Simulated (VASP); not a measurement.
BN, 4 atoms in the cell. The structure is hexagonal, space group P6_3/mmc (No. 194). The conventional cell has a = 2.501 Å, b = 2.501 Å, c = 6.893 Å, α = 90.00°, β = 90.00°, γ = 120.00°. B (site symmetry -6m2) has 3 N at 1.44 Å within 1.9 Å. N (site symmetry -6m2) has 3 B at 1.44 Å within 1.9 Å. 

| Quantity | Value |
| --- | --- |
| Program | VASP 6.6.1 |
| Task | single point |
| Functional | r2SCAN |
| Potentials or basis | VASP PAW PBE potentials, release 64 (B, N) |
| Cutoff | 520 eV |
| k mesh | 9 × 9 × 4 |
| Occupations | gaussian, width 0.01 eV |
| Spin | no spin polarisation |
| Dipole correction | no |
| Further INCAR settings | ALGO = Normal; EDIFF = 1e-07; NBANDS = 16 |

Potentials or basis: VASP PAW PBE potentials, release 64 (B, N).

Run with:

```bash
$ cat potpaw_PBE.64/B/POTCAR potpaw_PBE.64/N/POTCAR > POTCAR
$ cp INCAR.step1 INCAR
$ mpirun -np 1 vasp_std > vasp.out
$ cp INCAR.step2 INCAR
$ mpirun -np 1 vasp_std > vasp.out
```

Hardware: 1 thread of Intel(R) Xeon(R) Platinum 8488C (Sapphire Rapids), on a shared host.

Q: Estimate the wall time of this run.

A: It took 80 s on 1 thread of Intel(R) Xeon(R) Platinum 8488C (Sapphire Rapids) (shared host), peak memory 0.16 GiB. Counts: k points 36.
